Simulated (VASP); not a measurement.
Input of a VASP 6.6.1 run:

File POSCAR:

```
TaN
1.0
    2.9574575207      0.0000000000      0.0000000000
   -1.4787287603      2.5612333435      0.0000000000
    0.0000000000      0.0000000000      2.9020932717
Ta N
1 1
Direct
    0.0000000000      0.0000000000      0.5000000000
    0.6666666667      0.3333333333      0.0000000000
```

File INCAR.step1:

```
SYSTEM = TaN
PREC = Accurate
ENCUT = 660
ISMEAR = -1
SIGMA = 0.05
LREAL = .FALSE.
LASPH = .TRUE.
NELM = 120
NBANDS = 16
GGA = PE
ALGO = Normal
EDIFF = 1E-5
LWAVE = .TRUE.
LCHARG = .FALSE.
GGA_COMPAT = .FALSE.
```

File INCAR.step2:

```
SYSTEM = TaN
PREC = Accurate
ENCUT = 660
EDIFF = 1E-6
ISMEAR = -1
SIGMA = 0.05
LREAL = .FALSE.
LASPH = .TRUE.
NELM = 120
ALGO = Normal
ISIF = 2
LWAVE = .FALSE.
LCHARG = .FALSE.
METAGGA = R2SCAN
LMIXTAU = .TRUE.
NBANDS = 16
ISTART = 1
GGA_COMPAT = .FALSE.
```

The input KPOINTS:

```
regular mesh
0
G
  10 10 9
  0 0 0
```

Potentials or basis: VASP PAW PBE potentials, release 64 (Ta_sv_GW, N).

Launch:

```bash
$ cat potpaw_PBE.64/Ta_sv_GW/POTCAR potpaw_PBE.64/N/POTCAR > POTCAR
$ cp INCAR.step1 INCAR
$ mpirun -np 1 vasp_std > vasp.out
$ cp INCAR.step2 INCAR
$ mpirun -np 1 vasp_std > vasp.out
```

(1) What does it give for the pressure?

(2) Predict the band gap on the k mesh.

Answers

(1) -7.2 GPa.

(2) zero (band 9 reaches 12.41 eV, above the bottom of band 10 at 12.08 eV).

Caveat: the PAW data sets were made with another functional, which shifts forces and pressure a little; spin-orbit coupling is left out, which moves the levels of the heavy elements.
